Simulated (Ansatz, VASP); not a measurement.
# SnSe in VASP and in Ansatz

The input INCAR:

```
SYSTEM = SnSe
PREC = Accurate
ENCUT = 500
EDIFF = 1E-6
ISMEAR = -1
SIGMA = 0.02
LREAL = .False.
LASPH = .True.
NELM = 120
ALGO = Normal
ISIF = 2
LWAVE = .False.
LCHARG = .False.
GGA = PE
NBANDS = 17
GGA_COMPAT = .False.
```

Contents of KPOINTS:

```
regular mesh
0
Gamma
  8 8 8
  0 0 0
```

POSCAR

```
SnSe
1.0
    0.0000000000      3.0921765484      3.0921765484
    3.0921765484      0.0000000000      3.0921765484
    3.0921765484      3.0921765484      0.0000000000
Sn Se
1 1
Direct
    0.0000000000      0.0000000000      0.0000000000
    0.5000000000      0.5000000000      0.5000000000
```

Input for Ansatz:

```yaml
crystal:
  lattice:
    - [0.0, 3.0921765484, 3.0921765484]
    - [3.0921765484, 0.0, 3.0921765484]
    - [3.0921765484, 3.0921765484, 0.0]
  atoms:
    - { symbol: Sn, position: [0.0, 0.0, 0.0] }
    - { symbol: Se, position: [0.5, 0.5, 0.5] }
kpoints:
  mp_grid: { grid: [8, 8, 8] }
  band_path:
    path:
      - [0.0, 0.0, 0.0]
      - [0.5, 0.0, 0.5]
      - [0.625, 0.25, 0.625]
      - [0.375, 0.375, 0.75]
      - [0.5, 0.5, 0.5]
      - [0.5, 0.25, 0.75]
      - [0.5, 0.475, 0.525]
      - [-0.039062, -0.028646, 0.480713]
      - [-0.040365, -0.020182, 0.479818]
    npoints: 1
hamiltonian:
  xc: pbe
scf:
  occupations: { method: fermi_dirac, width: 0.02 }
  n_extra_bands: 4
output:
  forces: true
  stress: true
  eigenvalues: true
```

Change from the starting cell: hydrostatic strain +3.0%.

Alike in both runs: task single point; functional PBE; k mesh 8 × 8 × 8; occupations fermi-dirac, width 0.02 eV; no spin polarisation.

|  | VASP | Ansatz |
| --- | --- | --- |
| version | VASP 6.6.1 | Ansatz 0.2.0 |
| potentials or method | VASP PAW PBE potentials, release 64 (Sn_d, Se) | plane waves, PAW |
| plane-wave cutoff (eV) | 500 | 420 |
| valence electrons in the cell | 20 | 30 |

```tsv
	VASP	Ansatz	Ansatz less VASP
pressure (GPa)	-2.7	-2.7	+0.02
```

The functional is the same, so the differences come from potentials, cutoffs and numerics. VASP's potentials hold 20 valence electrons a cell and Ansatz's 30, so a difference there can come from the potentials and not from the codes.
